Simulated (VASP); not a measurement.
# SnTe (I4/mmm) in VASP: notebook, part 2 of 2

VASP 6.6.1. Earlier steps stand in the parts before.

**3. Single point, PBEsol (zz strain of -1 %)**

File INCAR:

```
PREC = Accurate
ENCUT = 520
EDIFF = 1E-6
ISMEAR = -1
SIGMA = 0.08
LREAL = False
LASPH = True
NELM = 80
ALGO = Normal
ISIF = 2
LWAVE = False
LCHARG = False
GGA = PS
NBANDS = 17
```

File KPOINTS:

```
Automatic mesh
0
Gamma
  11 11 11
```

File POSCAR:

```
SnTe
1.0
    0.0000000000      3.1565000000      3.1249350000
    3.1565000000      0.0000000000      3.1249350000
    3.1565000000      3.1565000000      0.0000000000
Sn Te
1 1
Direct
    0.0000000000      0.0000000000      0.0000000000
    0.5000000000      0.5000000000      0.5000000000
```

Potentials or basis: VASP PAW PBE potentials, release 64 (Sn_d, Te).

The run is started by

```console
$ cat potpaw_PBE.64/Sn_d/POTCAR potpaw_PBE.64/Te/POTCAR > POTCAR
$ mpirun -np 1 vasp_std > vasp.out
```

OUTCAR:

```text
PREC = Accurate
   ENCUT = 520
   EDIFF = 1E-6
   ISMEAR = -1
   LREAL = False
   LASPH = True
   NELM = 80
   ISIF = 2
   GGA = PS

 ion  position               nearest neighbor table
   1  0.000  0.000  0.000-   2 3.12   2 3.12   2 3.16   2 3.16   2 3.16   2 3.16
   2  0.500  0.500  0.500-   1 3.12   1 3.12   1 3.16   1 3.16   1 3.16   1 3.16

  LATTYP: Found a body centered tetragonal cell.
 ALAT       =     4.4639651096
 C/A-ratio  =     1.4000714267

  Lattice vectors:

 A1 = (   0.0000000000,  -3.1565000000,  -3.1249350000)
 A2 = (   0.0000000000,   3.1565000000,  -3.1249350000)
 A3 = (   3.1565000000,   0.0000000000,   3.1249350000)

Analysis of symmetry for initial positions (statically):
=====================================================================
 Subroutine PRICEL returns:
 Original cell was already a primitive cell.

 Routine SETGRP: Setting up the symmetry group for a
 body centered tetragonal supercell.

 Subroutine GETGRP returns: Found 16 space group operations
 (whereof 16 operations were pure point group operations)
 out of a pool of 16 trial point group operations.

The static configuration has the point symmetry D_4h.

Analysis of symmetry for dynamics (positions and initial velocities):
=====================================================================
 Subroutine PRICEL returns:
 Original cell was already a primitive cell.

 Routine SETGRP: Setting up the symmetry group for a
 body centered tetragonal supercell.

 Subroutine GETGRP returns: Found 16 space group operations
 (whereof 16 operations were pure point group operations)
 out of a pool of 16 trial point group operations.

The dynamic configuration has the point symmetry D_4h.

 Subroutine INISYM returns: Found 16 space group operations
 (whereof 16 operations are pure point group operations),
 and found     1 'primitive' translations

----------------------------------------------------------------------------------------

                                     Primitive cell

  volume of cell :      62.2705

  direct lattice vectors                    reciprocal lattice vectors
     0.000000000  3.156500000  3.124935000    -0.158403295  0.158403295  0.160003328
     3.156500000  0.000000000  3.124935000     0.158403295 -0.158403295  0.160003328
     3.156500000  3.156500000  0.000000000     0.158403295  0.158403295 -0.160003328

  length of vectors
     4.441701364  4.441701364  4.463965110     0.275289434  0.275289434  0.275289434

  position of ions in fractional coordinates (direct lattice)
     0.000000000  0.000000000  0.000000000
     0.500000000  0.500000000  0.500000000

  ion indices of the primitive-cell ions
   primitive index   ion index
                 1           1
                 2           2

----------------------------------------------------------------------------------------

 KPOINTS: Automatic mesh

Automatic generation of k-mesh.
 Grid dimensions read from file:
 generate k-points for:   11   11   11

 Generating k-lattice:

  Cartesian coordinates                     Fractional coordinates (reciprocal lattice)
    -0.014400300  0.014400300  0.014545757     0.090909091  0.000000000  0.000000000
     0.014400300 -0.014400300  0.014545757     0.000000000  0.090909091  0.000000000
     0.014400300  0.014400300 -0.014545757     0.000000000  0.000000000  0.090909091

  Length of vectors
     0.025026312  0.025026312  0.025026312

  Shift w.r.t. Gamma in fractional coordinates (k-lattice)
     0.000000000  0.000000000  0.000000000

 Subroutine IBZKPT returns following result:
 ===========================================

 Found    126 irreducible k-points:

 Following reciprocal coordinates:
            Coordinates               Weight
  0.000000  0.000000  0.000000      1.000000
  0.090909 -0.000000  0.000000      8.000000
  0.181818 -0.000000  0.000000      8.000000
  0.272727 -0.000000  0.000000      8.000000
  0.363636 -0.000000  0.000000      8.000000
  0.454545  0.000000  0.000000      8.000000
[... 16 lines left out ...]
 -0.272727  0.181818  0.000000      8.000000
 -0.181818  0.181818  0.000000      4.000000
 [... further k-points ...]
   k-points           NKPTS =    126   k-points in BZ     NKDIM =    126   number of bands    NBANDS=     17
   number of dos      NEDOS =    301   number of ions     NIONS =      2
   total plane-waves  NPLWV =  46656
   dimension x,y,z NGX =    36 NGY =   36 NGZ =   36
   dimension x,y,z NGXF=    72 NGYF=   72 NGZF=   72
   ions per type =               1   1
   NGX,Y,Z   is equivalent  to a cutoff of  13.47, 13.47, 13.41 a.u.
   NGXF,Y,Z  is equivalent  to a cutoff of  26.95, 26.95, 26.81 a.u.
 SYSTEM =  unknown system
   PREC   = accura    normal or accurate (medium, high low for compatibility)
   ISTART =      0    job   : 0-new  1-cont  2-samecut
   ICHARG =      2    charge: 1-file 2-atom 10-const
   ISPIN  =      1    spin polarized calculation?
   LNONCOLLINEAR =      F non collinear calculations
   LSORBIT =      F    spin-orbit coupling
   LASPH  =      T    aspherical Exc in radial PAW
   ENCUT  =  520.0 eV  38.22 Ry    6.18 a.u.   8.26  8.26  8.30*2*pi/ulx,y,z
   NELM   =     80;   NELMIN=  2; NELMDL= -5     # of ELM steps
   EDIFF  = 0.1E-05   stopping-criterion for ELM
   LREAL  =      F    real-space projection
   EDIFFG = 0.1E-04   stopping-criterion for IOM
   NSW    =      0    number of steps for IOM
   IBRION =     -1    ionic relax: 0-MD 1-quasi-New 2-CG
   NFREE  =      0    steps in history (QN), initial steepest desc. (CG)
   ISIF   =      2    stress and relaxation
   ISYM   =      2    0-nonsym 1-usesym 2-fastsym
   POTIM  = 0.5000    time-step for ionic-motion
   TEBEG  =    0.0;   TEEND  =   0.0 temperature during run
   PSTRESS=    0.0 pullay stress
   NELECT =      20.0000    total number of electrons
   NUPDOWN=      -1.0000    fix difference up-down
   EMIN   =  10.00;   EMAX   =-10.00  energy-range for DOS
   EFERMI =   0.00;   METHOD = LEGACY
   ISMEAR =    -1;   SIGMA  =   0.08  broadening in eV -4-tet -1-fermi 0-gaus
   EFERMI_NEDOS =   21; number of points for ismear=-14 and -15
   IALGO  =     38    algorithm
   IMIX   =      4    mixing-type and parameters
     AMIX     =   0.40;   BMIX     =  1.00
     AMIX_MAG =   1.60;   BMIX_MAG =  1.00
  volume/ion in A,a.u.               =      31.14       210.11
  Fermi-wavevector in a.u.,A,eV,Ry     =   1.121133  2.118635 17.101709  1.256940
  Thomas-Fermi vector in A             =   2.257785
   LORBIT       =      0    0 simple, 1 ext, 2 COOP (PROOUT), +10 PAW based schemes
   GGA     = PS    functional components
   LHFCALC =     F    Hartree Fock is set to
   AEXX    =    0.0000 exact exchange contribution
   IVDW    =     0    specifies the selected vdW correction
   LEPSILON=     F    determine dielectric tensor
   LRPA    =     F    only Hartree local field effects (RPA)
 non-spin polarized calculation
  energy-cutoff  :      520.00
  volume of cell :       62.27
 maximum number of plane-waves:      1697
 NGX is ok and might be reduce to    36
   NGX = 17   NGY = 17   NGZ = 17

 number of electron      19.9999998 magnetization

 Free energy of the ion-electron system (eV)
  ---------------------------------------------------
  ext. energy  EPLUGINS =         0.00000000
  ---------------------------------------------------
  free energy    TOTEN  =        -8.33818440 eV

  energy without entropy =       -8.33628521  energy(sigma->0) =       -8.33723480

 E-fermi :   6.8549     XC(G=0):  -9.6733

 val. band max:        6.6813422303   @ k =   0.4545   0.0000   0.0000
 cond. band min:       7.1113358756   @ k =   0.4545   0.0000   0.0000
 fundamental gap:      0.4299936452
 Fermi energy:         6.8549081625

 k-point     1 :       0.0000    0.0000    0.0000
  band No.  band energies     occupation
      1     -14.9205      2.00000
      2     -14.9172      2.00000
      3     -14.9135      2.00000
      4     -14.9108      2.00000
      5     -14.9108      2.00000
      6      -5.9923      2.00000
[... 9 lines left out ...]
     16      11.6184      0.00000
     17      13.5426      0.00000
[... 441 lines left out ...]
 k-point    24 :      -0.1818    0.1818    0.0000
  band No.  band energies     occupation
      1     -14.9240      2.00000
      2     -14.9204      2.00000
      3     -14.9094      2.00000
      4     -14.9086      2.00000
      5     -14.9073      2.00000
      6      -5.3001      2.00000
[... 9 lines left out ...]
     16      14.7438      0.00000
     17      14.9915      0.00000

 [... further k-points ...]

------------------------ aborting loop because EDIFF is reached ----------------------------------------

  FORCE on cell =-STRESS in cart. coord.  units (eV):
  Direction    XX          YY          ZZ          XY          YZ          ZX
  --------------------------------------------------------------------------------------
  -------------------------------------------------------------------------------------
  Total       -0.2087761     -0.2087761      0.3218683      0.0000000      0.0000000     -0.0000000
  in kB       -5.3716635     -5.3716635      8.2814458      0.0000000      0.0000000     -0.0000000
  external PRESSURE =      -0.8206271 kB  Pullay stress =       0.0000000 kB

 VOLUME and BASIS-vectors are now :
 -----------------------------------------------------------------------------
  energy-cutoff  :      520.00
  volume of cell :       62.27
      direct lattice vectors                 reciprocal lattice vectors
     0.000000000  3.156500000  3.124935000    -0.158403295  0.158403295  0.160003328
     3.156500000  0.000000000  3.124935000     0.158403295 -0.158403295  0.160003328
     3.156500000  3.156500000  0.000000000     0.158403295  0.158403295 -0.160003328

 POSITION                                       TOTAL-FORCE (eV/Angst)
 -----------------------------------------------------------------------------------
      0.00000      0.00000      0.00000         0.000000     -0.000000      0.000000
      3.15650      3.15650      3.12493        -0.000000      0.000000      0.000000
 -----------------------------------------------------------------------------------
    total drift:                               -0.000000      0.000000      0.000000

  FREE ENERGIE OF THE ION-ELECTRON SYSTEM (eV)
  ---------------------------------------------------
  free  energy   TOTEN  =        -8.3381844049 eV

  energy  without entropy=       -8.3362852050  energy(sigma->0) =       -8.33723480
```

OSZICAR:

```text
N       E                     dE             d eps       ncg     rms          rms(c)
DAV:   1     0.125389263592E+03    0.12539E+03   -0.94727E+03  4313   0.135E+03
DAV:   2     0.321625818217E+01   -0.12217E+03   -0.11898E+03  4575   0.333E+02
DAV:   3    -0.806156114221E+01   -0.11278E+02   -0.11154E+02  5366   0.894E+01
DAV:   4    -0.838068394405E+01   -0.31912E+00   -0.31886E+00  5029   0.156E+01
DAV:   5    -0.839361462202E+01   -0.12931E-01   -0.12930E-01  6227   0.307E+00    0.475E+00
DAV:   6    -0.834078067403E+01    0.52834E-01   -0.11290E-01  5973   0.263E+00    0.298E+00
DAV:   7    -0.833875077881E+01    0.20299E-02   -0.44733E-02  5550   0.125E+00    0.712E-01
DAV:   8    -0.833814092579E+01    0.60985E-03   -0.68168E-03  5550   0.697E-01    0.154E-01
DAV:   9    -0.833820381268E+01   -0.62887E-04   -0.57210E-04  5837   0.214E-01    0.339E-02
DAV:  10    -0.833818498399E+01    0.18829E-04   -0.70195E-05  5823   0.751E-02    0.202E-02
DAV:  11    -0.833818461390E+01    0.37009E-06   -0.30955E-05  5797   0.461E-02    0.262E-02
DAV:  12    -0.833818440491E+01    0.20899E-06   -0.25912E-06  4629   0.132E-02
   1 F= -.83381844E+01 E0= -.83372348E+01  d E =-.189920E-02
```

Run time: 3.3 min. Hardware: 1 thread of Intel Xeon 8259CL, shared host; peak memory 0.3 GiB.

Results:

* Free energy: -8.3382 eV
* Pressure: -0.1 GPa
* Band gap on the k mesh: 0.43 eV

Caveat: the cell differs from its parent crystal (zz strain of -1 %); semilocal functionals underestimate gaps, and a narrow one can read as zero; the PAW data sets were made with another functional, which shifts forces and pressure a little; spin-orbit coupling is left out, which moves the levels of the heavy elements.

**4. Single point, PBEsol (zz strain of +1 %)**

File INCAR:

```
SYSTEM = SnTe
  PREC = Accurate
  ENCUT = 520
  EDIFF = 1E-7
  ISMEAR = -1
  SIGMA = 0.08
  LREAL = .FALSE.
  LASPH = .TRUE.
  NELM = 80
  ALGO = Normal
  ISIF = 2
  LWAVE = .FALSE.
  LCHARG = .TRUE.
  GGA = PS
  LELF = .TRUE.
  LVHAR = .TRUE.
  NBANDS = 17
```

File KPOINTS:

```
Automatic mesh
0
G
  11 11 11
  0 0 0
```

File POSCAR:

```
SnTe
1.0
    0.0000000000      3.1565000000      3.1880650000
    3.1565000000      0.0000000000      3.1880650000
    3.1565000000      3.1565000000      0.0000000000
Sn Te
1 1
Direct
    0.0000000000      0.0000000000      0.0000000000
    0.5000000000      0.5000000000      0.5000000000
```

Potentials or basis: VASP PAW PBE potentials, release 64 (Sn_d, Te).

The run is started by

```console
$ cat potpaw_PBE.64/Sn_d/POTCAR potpaw_PBE.64/Te/POTCAR > POTCAR
$ mpirun -np 1 vasp_std > vasp.out
```

OUTCAR:

```text
SYSTEM = SnTe
   PREC = Accurate
   ENCUT = 520
   EDIFF = 1E-7
   ISMEAR = -1
   LREAL = .FALSE.
   LASPH = .TRUE.
   NELM = 80
   ISIF = 2
   GGA = PS

 ion  position               nearest neighbor table
   1  0.000  0.000  0.000-   2 3.16   2 3.16   2 3.16   2 3.16   2 3.19   2 3.19
   2  0.500  0.500  0.500-   1 3.16   1 3.16   1 3.16   1 3.16   1 3.19   1 3.19

  LATTYP: Found a body centered tetragonal cell.
 ALAT       =     4.4639651096
 C/A-ratio  =     1.4283556980

  Lattice vectors:

 A1 = (  -3.1565000000,   0.0000000000,   3.1880650000)
 A2 = (   3.1565000000,   0.0000000000,   3.1880650000)
 A3 = (   0.0000000000,   3.1565000000,  -3.1880650000)

Analysis of symmetry for initial positions (statically):
=====================================================================
 Subroutine PRICEL returns:
 Original cell was already a primitive cell.

 Routine SETGRP: Setting up the symmetry group for a
 body centered tetragonal supercell.

 Subroutine GETGRP returns: Found 16 space group operations
 (whereof 16 operations were pure point group operations)
 out of a pool of 16 trial point group operations.

[... 161 lines left out ...]

 E-fermi :   6.5977     XC(G=0):  -9.5847

 val. band max:        6.4231031142   @ k =   0.4545   0.0000   0.0000
 cond. band min:       6.8384770073   @ k =   0.4545   0.0000   0.0000
 fundamental gap:      0.4153738931
 Fermi energy:         6.5976786521

 k-point     1 :       0.0000    0.0000    0.0000
  band No.  band energies     occupation
      1     -15.1628      2.00000
      2     -15.1591      2.00000
      3     -15.1560      2.00000
      4     -15.1560      2.00000
      5     -15.1530      2.00000
      6      -6.0933      2.00000
[... 457 lines left out ...]
      4     -15.1529      2.00000
      5     -15.1482      2.00000
      6      -5.4124      2.00000
[... 9 lines left out ...]
     16      14.3063      0.00000
     17      14.5152      0.00000

 [... further k-points ...]

------------------------ aborting loop because EDIFF is reached ----------------------------------------

  FORCE on cell =-STRESS in cart. coord.  units (eV):
  Direction    XX          YY          ZZ          XY          YZ          ZX
  --------------------------------------------------------------------------------------
  -------------------------------------------------------------------------------------
  Total       -0.2189804     -0.2189804     -0.6947347      0.0000000     -0.0000000      0.0000000
  in kB       -5.5226446     -5.5226446    -17.5210791      0.0000000     -0.0000000      0.0000000
  external PRESSURE =      -9.5221228 kB  Pullay stress =       0.0000000 kB

 VOLUME and BASIS-vectors are now :
 -----------------------------------------------------------------------------
  energy-cutoff  :      520.00
  volume of cell :       63.53
      direct lattice vectors                 reciprocal lattice vectors
     0.000000000  3.156500000  3.188065000    -0.158403295  0.158403295  0.156834945
     3.156500000  0.000000000  3.188065000     0.158403295 -0.158403295  0.156834945
     3.156500000  3.156500000  0.000000000     0.158403295  0.158403295 -0.156834945

 POSITION                                       TOTAL-FORCE (eV/Angst)
 -----------------------------------------------------------------------------------
      0.00000      0.00000      0.00000        -0.000000     -0.000000     -0.000000
      3.15650      3.15650      3.18806         0.000000      0.000000      0.000000
 -----------------------------------------------------------------------------------
    total drift:                               -0.000000      0.000000      0.000000

  FREE ENERGIE OF THE ION-ELECTRON SYSTEM (eV)
  ---------------------------------------------------
  free  energy   TOTEN  =        -8.3344993361 eV

  energy  without entropy=       -8.3328125502  energy(sigma->0) =       -8.33365594
```

OSZICAR:

```text
N       E                     dE             d eps       ncg     rms          rms(c)
DAV:   1     0.124771149770E+03    0.12477E+03   -0.95432E+03  4352   0.133E+03
DAV:   2     0.317760637854E+01   -0.12159E+03   -0.11820E+03  4553   0.326E+02
DAV:   3    -0.806115366166E+01   -0.11239E+02   -0.11139E+02  5290   0.892E+01
DAV:   4    -0.838252585697E+01   -0.32137E+00   -0.32114E+00  5087   0.156E+01
DAV:   5    -0.839520826782E+01   -0.12682E-01   -0.12682E-01  6345   0.303E+00    0.451E+00
DAV:   6    -0.833695011976E+01    0.58258E-01   -0.12729E-01  5901   0.271E+00    0.283E+00
DAV:   7    -0.833495091943E+01    0.19992E-02   -0.47060E-02  5527   0.124E+00    0.759E-01
DAV:   8    -0.833446552093E+01    0.48540E-03   -0.68207E-03  5505   0.688E-01    0.149E-01
DAV:   9    -0.833451865516E+01   -0.53134E-04   -0.63848E-04  5921   0.220E-01    0.306E-02
DAV:  10    -0.833449981895E+01    0.18836E-04   -0.77018E-05  5730   0.767E-02    0.211E-02
DAV:  11    -0.833449984624E+01   -0.27285E-07   -0.34701E-05  5807   0.469E-02    0.287E-02
DAV:  12    -0.833449962549E+01    0.22074E-06   -0.27860E-06  5497   0.124E-02    0.145E-02
DAV:  13    -0.833449950621E+01    0.11928E-06   -0.11439E-07  3790   0.215E-03    0.101E-02
DAV:  14    -0.833449940029E+01    0.10593E-06   -0.19085E-07  3249   0.469E-03    0.289E-03
DAV:  15    -0.833449933607E+01    0.64221E-07   -0.54543E-08  2857   0.139E-03
   1 F= -.83344993E+01 E0= -.83336559E+01  d E =-.168679E-02
```

It took 2.6 min on 1 thread of Intel Xeon 8259CL, shared host; peak memory 0.3 GiB.

What came out:

```
Free energy            : -8.3345 eV
Pressure               : -1.0 GPa
Band gap on the k mesh : 0.42 eV
```

Levels at points of the mesh, in eV from the valence-band top:
```csv
k point,band 6,band 7,band 8,band 9,band 10,band 11,band 12,band 13,band 14,band 15
"(0.00, 0.00, 0.00)",-12.52,-4.58,-1.94,-1.94,-1.83,3.33,3.57,3.57,4.89,4.96
```

Caveat: the cell differs from its parent crystal (zz strain of +1 %); semilocal functionals underestimate gaps, and a narrow one can read as zero; the PAW data sets were made with another functional, which shifts forces and pressure a little; spin-orbit coupling is left out, which moves the levels of the heavy elements.

**5. Overview**

| cell | gap on the mesh (eV) | pressure (GPa) |
| --- | --- | --- |
| a = 4.420, b = 4.420, c = 4.464 Å, angles 59.7, 59.7, 60.7°, 2 atoms | 0.42 | 0.4 |
| a = 4.442, b = 4.442, c = 4.464 Å, angles 59.8, 59.8, 60.3°, 2 atoms | 0.43 | -0.1 |
| a = 4.486, b = 4.486, c = 4.464 Å, angles 60.2, 60.2, 59.7°, 2 atoms | 0.42 | -1.0 |

Alike in all rows: task single point; level PBEsol; potentials or basis VASP PAW PBE potentials, release 64 (Sn_d, Te); no spin polarisation; k mesh 11 × 11 × 11; cutoff (eV) 520; smearing fermi-dirac 0.08 eV.

Caveats: semilocal functionals underestimate gaps, and a narrow one can read as zero; the PAW data sets were made with another functional, which shifts forces and pressure a little; spin-orbit coupling is left out, which moves the levels of the heavy elements.

Absolute energies hang on the potentials; compare differences alone.
